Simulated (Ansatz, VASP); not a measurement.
## Nb: VASP beside Ansatz

File INCAR:

```
  PREC = Accurate
  ENCUT = 600
  EDIFF = 1E-7
  ISMEAR = 0
  SIGMA = 0.1
  LREAL = F
  LASPH = T
  NELM = 80
  ALGO = Normal
  ISIF = 3
  LWAVE = F
  LCHARG = F
  GGA = PE
  IBRION = 2
  NSW = 90
  EDIFFG = -0.04
```

Contents of KPOINTS:

```
Automatic mesh
0
Gamma
  6 6 4
```

Contents of POSCAR:

```
Nb
1.0
    3.0488450737      0.0000000000      0.0000000000
   -1.5244225368      2.6403772860      0.0000000000
    0.0000000000      0.0000000000      4.9484370199
Nb
2
Direct
    0.3333333333      0.6666666667      0.2500000000
    0.6666666667      0.3333333333      0.7500000000
```

Input for Ansatz:

```yaml
crystal:
  lattice:
    - [3.0488450737, 0.0, 0.0]
    - [-1.5244225368, 2.640377286, 0.0]
    - [0.0, 0.0, 4.9484370199]
  atoms:
    - { symbol: Nb, position: [0.3333333333, 0.6666666667, 0.25] }
    - { symbol: Nb, position: [0.6666666667, 0.3333333333, 0.75] }
basis:
  ecutwfc: 420
kpoints:
  mp_grid: { grid: [6, 6, 4] }
hamiltonian:
  xc: pbe
scf:
  occupations: { method: gaussian, width: 0.1 }
  lower_state_search: "off"
output:
  forces: true
  stress: true
  eigenvalues: true
relax:
  adjacent_minimum: "off"
  f_tol: 0.04
  max_steps: 70
  cell: { stress_tol: 0.4 }
```

Alike in both runs: task relaxation of cell and atoms; functional PBE; k mesh 6 × 6 × 4; occupations gaussian, width 0.1 eV; no spin polarisation.

|  | VASP | Ansatz |
| --- | --- | --- |
| version | VASP 6.6.1 | Ansatz 0.2.0 |
| potentials or method | VASP PAW PBE potentials, release 64 (Nb_sv), cutoff 600 eV | scalar-relativistic, plane waves, PAW |
| valence electrons in the cell | 26 | 26 |

Ansatz gave:

```
gap on the k mesh at the Fermi level, each at its own relaxed structure (eV) : none
relaxed volume (Å³/atom)                                                     : 18.50
relaxed cell length with the largest relative difference (Å)                 : 5.307
```

**Question.** Estimate VASP's values.

**Answer.** gap on the k mesh at the Fermi level, each at its own relaxed structure (eV): none; relaxed volume (Å³/atom): 18.47; relaxed cell length with the largest relative difference (Å): 5.301.

A gap of «none» marks a metal or a gap that the smearing closes.

The k mesh is coarse, so the values compare programs but aren't converged.
